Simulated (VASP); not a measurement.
# GaAs (F-43m) in VASP: single point with PBE

Aim: the single point of GaAs with PBE.

All numbers are computed with VASP 6.6.1; they aren't measurements. Logs are shortened: lines on timing, memory, paths and dates and some standing lists are left out, and cuts for length are marked.

### Step 1. The cell of the first run

Symmetry: F-43m, No. 216, cubic system. The conventional cell has a = 5.666 Å, b = 5.666 Å, c = 5.666 Å, α = 90.00°, β = 90.00°, γ = 90.00°. Within 3.2 Å of Ga (site symmetry -43m) lie 4 As at 2.45 Å. As (site symmetry -43m) has 4 Ga at 2.45 Å within 3.2 Å.

### Step 2. Single point, PBE

The input, INCAR:

```
PREC = Accurate ; ENCUT = 510
EDIFF = 1E-6 ; ISMEAR = 1
SIGMA = 0.5 ; LREAL = F
LASPH = T ; NELM = 120
ALGO = Normal ; ISIF = 2
LWAVE = F ; LCHARG = T
GGA = PE ; LELF = T
LVHAR = T ; NBANDS = 21
GGA_COMPAT = F
```

The input, KPOINTS:

```
Automatic mesh
0
Gamma
  6 6 6
```

The input, POSCAR:

```
GaAs
1.0
    0.0000000000      2.8330850957      2.8330850957
    2.8330850957      0.0000000000      2.8330850957
    2.8330850957      2.8330850957      0.0000000000
Ga As
1 1
Direct
    0.0000000000      0.0000000000      0.0000000000
    0.2500000000      0.2500000000      0.2500000000
```

Potentials or basis: VASP PAW PBE potentials, release 64 (Ga_d, As_d).

Command:

```console
$ cat potpaw_PBE.64/Ga_d/POTCAR potpaw_PBE.64/As_d/POTCAR > POTCAR
$ mpirun -np 1 vasp_std > vasp.out
```

OUTCAR:

```text
PREC = Accurate
   ENCUT = 510
   EDIFF = 1E-6
   ISMEAR = 1
   LREAL = F
   LASPH = T
   NELM = 120
   ISIF = 2
   GGA = PE

 ion  position               nearest neighbor table
   1  0.000  0.000  0.000-   2 2.45   2 2.45   2 2.45   2 2.45
   2  0.250  0.250  0.250-   1 2.45   1 2.45   1 2.45   1 2.45

  LATTYP: Found a face centered cubic cell.
 ALAT       =     5.6661701914

  Lattice vectors:

 A1 = (   0.0000000000,   2.8330850957,   2.8330850957)
 A2 = (   2.8330850957,   0.0000000000,   2.8330850957)
 A3 = (   2.8330850957,   2.8330850957,   0.0000000000)

Analysis of symmetry for initial positions (statically):
=====================================================================
 Subroutine PRICEL returns:
 Original cell was already a primitive cell.

 Routine SETGRP: Setting up the symmetry group for a
 face centered cubic supercell.

 Subroutine GETGRP returns: Found 24 space group operations
 (whereof 24 operations were pure point group operations)
 out of a pool of 48 trial point group operations.

The static configuration has the point symmetry T_d .

Analysis of symmetry for dynamics (positions and initial velocities):
=====================================================================
 Subroutine PRICEL returns:
 Original cell was already a primitive cell.

 Routine SETGRP: Setting up the symmetry group for a
 face centered cubic supercell.

 Subroutine GETGRP returns: Found 24 space group operations
 (whereof 24 operations were pure point group operations)
 out of a pool of 48 trial point group operations.

The dynamic configuration has the point symmetry T_d .

 Subroutine INISYM returns: Found 24 space group operations
 (whereof 24 operations are pure point group operations),
 and found     1 'primitive' translations

----------------------------------------------------------------------------------------

                                     Primitive cell

  volume of cell :      45.4788

  direct lattice vectors                    reciprocal lattice vectors
     0.000000000  2.833085096  2.833085096    -0.176486051  0.176486051  0.176486051
     2.833085096  0.000000000  2.833085096     0.176486051 -0.176486051  0.176486051
     2.833085096  2.833085096  0.000000000     0.176486051  0.176486051 -0.176486051

  length of vectors
     4.006587366  4.006587366  4.006587366     0.305682807  0.305682807  0.305682807

  position of ions in fractional coordinates (direct lattice)
     0.000000000  0.000000000  0.000000000
     0.250000000  0.250000000  0.250000000

  ion indices of the primitive-cell ions
   primitive index   ion index
                 1           1
                 2           2

----------------------------------------------------------------------------------------

 KPOINTS: Automatic mesh

Automatic generation of k-mesh.
 Grid dimensions read from file:
 generate k-points for:    6    6    6

 Generating k-lattice:

  Cartesian coordinates                     Fractional coordinates (reciprocal lattice)
    -0.029414342  0.029414342  0.029414342     0.166666667  0.000000000  0.000000000
     0.029414342 -0.029414342  0.029414342     0.000000000  0.166666667  0.000000000
     0.029414342  0.029414342 -0.029414342     0.000000000  0.000000000  0.166666667

  Length of vectors
     0.050947134  0.050947134  0.050947134

  Shift w.r.t. Gamma in fractional coordinates (k-lattice)
     0.000000000  0.000000000  0.000000000

 Subroutine IBZKPT returns following result:
 ===========================================

 Found     16 irreducible k-points:

 Following reciprocal coordinates:
            Coordinates               Weight
  0.000000  0.000000  0.000000      1.000000
  0.166667  0.000000  0.000000      8.000000
  0.333333  0.000000  0.000000      8.000000
  0.500000  0.000000  0.000000      4.000000
  0.166667  0.166667  0.000000      6.000000
  0.333333  0.166667  0.000000     24.000000
[... 8 lines left out ...]
 -0.333333  0.333333  0.166667     24.000000
 -0.333333  0.500000  0.166667     12.000000
   k-points           NKPTS =     16   k-points in BZ     NKDIM =     16   number of bands    NBANDS=     21
   number of dos      NEDOS =    301   number of ions     NIONS =      2
   total plane-waves  NPLWV =  27000
   dimension x,y,z NGX =    30 NGY =   30 NGZ =   30
   dimension x,y,z NGXF=    60 NGYF=   60 NGZF=   60
   ions per type =               1   1
   NGX,Y,Z   is equivalent  to a cutoff of  12.45, 12.45, 12.45 a.u.
   NGXF,Y,Z  is equivalent  to a cutoff of  24.90, 24.90, 24.90 a.u.
 SYSTEM =  unknown system
   PREC   = accura    normal or accurate (medium, high low for compatibility)
   ISTART =      0    job   : 0-new  1-cont  2-samecut
   ICHARG =      2    charge: 1-file 2-atom 10-const
   ISPIN  =      1    spin polarized calculation?
   LNONCOLLINEAR =      F non collinear calculations
   LSORBIT =      F    spin-orbit coupling
   LASPH  =      T    aspherical Exc in radial PAW
   ENCUT  =  510.0 eV  37.48 Ry    6.12 a.u.   7.38  7.38  7.38*2*pi/ulx,y,z
   NELM   =    120;   NELMIN=  2; NELMDL= -5     # of ELM steps
   EDIFF  = 0.1E-05   stopping-criterion for ELM
   LREAL  =      F    real-space projection
   EDIFFG = 0.1E-04   stopping-criterion for IOM
   NSW    =      0    number of steps for IOM
   IBRION =     -1    ionic relax: 0-MD 1-quasi-New 2-CG
   NFREE  =      0    steps in history (QN), initial steepest desc. (CG)
   ISIF   =      2    stress and relaxation
   ISYM   =      2    0-nonsym 1-usesym 2-fastsym
   POTIM  = 0.5000    time-step for ionic-motion
   TEBEG  =    0.0;   TEEND  =   0.0 temperature during run
   PSTRESS=    0.0 pullay stress
   NELECT =      28.0000    total number of electrons
   NUPDOWN=      -1.0000    fix difference up-down
   EMIN   =  10.00;   EMAX   =-10.00  energy-range for DOS
   EFERMI =   0.00;   METHOD = LEGACY
   ISMEAR =     1;   SIGMA  =   0.50  broadening in eV -4-tet -1-fermi 0-gaus
   EFERMI_NEDOS =   21; number of points for ismear=-14 and -15
   IALGO  =     38    algorithm
   IMIX   =      4    mixing-type and parameters
     AMIX     =   0.40;   BMIX     =  1.00
     AMIX_MAG =   1.60;   BMIX_MAG =  1.00
  volume/ion in A,a.u.               =      22.74       153.45
  Fermi-wavevector in a.u.,A,eV,Ry     =   1.392701  2.631823 26.390079  1.939616
  Thomas-Fermi vector in A             =   2.516418
   LORBIT       =      0    0 simple, 1 ext, 2 COOP (PROOUT), +10 PAW based schemes
   GGA     = PE    functional components
   LHFCALC =     F    Hartree Fock is set to
   AEXX    =    0.0000 exact exchange contribution
   IVDW    =     0    specifies the selected vdW correction
   LEPSILON=     F    determine dielectric tensor
   LRPA    =     F    only Hartree local field effects (RPA)
 non-spin polarized calculation
 Methfessel and Paxton  Order N= 1 SIGMA  =   0.50
  energy-cutoff  :      510.00
  volume of cell :       45.48
 maximum number of plane-waves:      1243
 NGX is ok and might be reduce to    30
   NGX = 15   NGY = 15   NGZ = 15

 number of electron      28.0000006 magnetization

 Free energy of the ion-electron system (eV)
  ---------------------------------------------------
  ext. energy  EPLUGINS =         0.00000000
  ---------------------------------------------------
  free energy    TOTEN  =        -8.24430579 eV

  energy without entropy =       -8.25289640  energy(sigma->0) =       -8.24716933

 E-fermi :   3.2035     XC(G=0):  -9.8808

 val. band max:        3.0831684562   @ k =   0.0000   0.0000   0.0000
 cond. band min:       3.5484561620   @ k =   0.0000   0.0000   0.0000
 fundamental gap:      0.4652877058
 Fermi energy:         3.2035187335

 k-point     1 :       0.0000    0.0000    0.0000
  band No.  band energies     occupation
      1     -32.0297      2.00000
      2     -32.0297      2.00000
      3     -32.0297      2.00000
      4     -32.0197      2.00000
      5     -32.0197      2.00000
      6     -11.7159      2.00000
[... 13 lines left out ...]
     20      13.2570      0.00000
     21      13.2570      0.00000

 k-point     2 :       0.1667    0.0000    0.0000
  band No.  band energies     occupation
      1     -32.0296      2.00000
      2     -32.0295      2.00000
      3     -32.0295      2.00000
      4     -32.0196      2.00000
      5     -32.0196      2.00000
      6     -11.7378      2.00000
[... 13 lines left out ...]
     20      12.1579     -0.00000
     21      12.1579     -0.00000

 k-point     3 :       0.3333    0.0000    0.0000
  band No.  band energies     occupation
      1     -32.0295      2.00000
      2     -32.0291      2.00000
      3     -32.0291      2.00000
      4     -32.0195      2.00000
      5     -32.0195      2.00000
      6     -11.7762      2.00000
[... 13 lines left out ...]
     20      12.7749     -0.00000
     21      12.7749     -0.00000

 k-point     4 :       0.5000    0.0000    0.0000
  band No.  band energies     occupation
      1     -32.0295      2.00000
      2     -32.0289      2.00000
      3     -32.0289      2.00000
      4     -32.0195      2.00000
      5     -32.0195      2.00000
      6     -11.7935      2.00000
[... 13 lines left out ...]
     20      14.9758      0.00000
     21      14.9758      0.00000

 k-point     5 :       0.1667    0.1667    0.0000
  band No.  band energies     occupation
      1     -32.0299      2.00000
      2     -32.0293      2.00000
      3     -32.0293      2.00000
      4     -32.0198      2.00000
      5     -32.0194      2.00000
      6     -11.7496      2.00000
[... 13 lines left out ...]
     20      12.7169     -0.00000
     21      13.7101      0.00000
[... 190 lines left out ...]
     20      16.3532      0.00000
     21      16.5325      0.00000

 k-point    14 :       0.5000    0.3333    0.1667
  band No.  band energies     occupation
      1     -32.0298      2.00000
      2     -32.0287      2.00000
      3     -32.0284      2.00000
      4     -32.0198      2.00000
      5     -32.0192      2.00000
      6     -11.7995      2.00000
[... 13 lines left out ...]
     20      14.2035      0.00000
     21      16.1991      0.00000

 k-point    15 :      -0.3333    0.3333    0.1667
  band No.  band energies     occupation
      1     -32.0294      2.00000
      2     -32.0290      2.00000
      3     -32.0282      2.00000
      4     -32.0197      2.00000
      5     -32.0192      2.00000
      6     -11.8070      2.00000
[... 13 lines left out ...]
     20      15.2373      0.00000
     21      15.8597      0.00000

 k-point    16 :      -0.3333    0.5000    0.1667
  band No.  band energies     occupation
      1     -32.0299      2.00000
      2     -32.0285      2.00000
      3     -32.0279      2.00000
      4     -32.0199      2.00000
      5     -32.0190      2.00000
      6     -11.8157      2.00000
[... 13 lines left out ...]
     20      15.3508      0.00000
     21      16.4002      0.00000

------------------------ aborting loop because EDIFF is reached ----------------------------------------

  FORCE on cell =-STRESS in cart. coord.  units (eV):
  Direction    XX          YY          ZZ          XY          YZ          ZX
  --------------------------------------------------------------------------------------
  -------------------------------------------------------------------------------------
  Total        0.7618012      0.7618012      0.7618012      0.0000000      0.0000000      0.0000000
  in kB       26.8375806     26.8375806     26.8375806      0.0000000      0.0000000      0.0000000
  external PRESSURE =      26.8375806 kB  Pullay stress =       0.0000000 kB

 VOLUME and BASIS-vectors are now :
 -----------------------------------------------------------------------------
  energy-cutoff  :      510.00
  volume of cell :       45.48
      direct lattice vectors                 reciprocal lattice vectors
     0.000000000  2.833085096  2.833085096    -0.176486051  0.176486051  0.176486051
     2.833085096  0.000000000  2.833085096     0.176486051 -0.176486051  0.176486051
     2.833085096  2.833085096  0.000000000     0.176486051  0.176486051 -0.176486051

 POSITION                                       TOTAL-FORCE (eV/Angst)
 -----------------------------------------------------------------------------------
      0.00000      0.00000      0.00000        -0.000000     -0.000000      0.000000
      1.41654      1.41654      1.41654         0.000000      0.000000     -0.000000
 -----------------------------------------------------------------------------------
    total drift:                               -0.000000     -0.000000     -0.000000

  FREE ENERGIE OF THE ION-ELECTRON SYSTEM (eV)
  ---------------------------------------------------
  free  energy   TOTEN  =        -8.2443057877 eV

  energy  without entropy=       -8.2528963999  energy(sigma->0) =       -8.24716933
```

Wall time 8.1 s (1 thread of Intel Xeon 6975P-C (Granite Rapids), shared host); peak memory 0.17 GiB.

What came out:

```
Free energy            : -8.2443 eV
Pressure               : 2.7 GPa
Band gap on the k mesh : 0.47 eV
```

Caveat: so wide a smearing shifts energies and pressures; semilocal functionals underestimate gaps, and a narrow one can read as zero.
